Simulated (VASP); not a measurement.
A run of VASP 6.6.1 is set up as follows.

File INCAR:

```
  PREC = Accurate
  ENCUT = 520
  EDIFF = 1E-6
  ISMEAR = 0
  SIGMA = 0.15
  LREAL = F
  LASPH = T
  NELM = 100
  ALGO = Fast
  ISIF = 2
  LWAVE = F
  LCHARG = T
  GGA = PE
  LELF = T
  LVHAR = T
  NBANDS = 12
```

The input KPOINTS:

```
Automatic mesh
0
Gamma
  18 18 18
```

Contents of POSCAR:

```
As
1.0
    2.0677244033      0.9767464698      3.4857700000
   -2.0677244033      0.9767464698      3.4857700000
    0.0000000000     -1.9534929395      3.4857700000
As
2
Direct
    0.2275400000      0.2275400000      0.2275400000
    0.7724600000      0.7724600000      0.7724600000
```

Potentials or basis: VASP PAW PBE potentials, release 64 (As).

The run is started by

```bash
$ cat potpaw_PBE.64/As/POTCAR > POTCAR
$ mpirun -np 1 vasp_std > vasp.out
```

What does it give for the band gap on the k mesh?

Zero (bands 5 and 6 overlap by 2.03 eV).

Predict the pressure.

6.3 GPa.

Predict the largest force.

1.141 eV/Å.

Stress tensor (GPa, compression positive):
```
-3.93  0.00  0.00
 0.00 17.52  9.94
 0.00  9.94  5.28
```

Caveat: the cell differs from its parent crystal (strain +0.1000 x Voigt [1, -1, 0, 0, 0, 0]); the stress differs along the axes, from -4 to 18 GPa; forces of over 1 eV/Å act on the atoms, so gaps and moduli don't describe the material at rest.
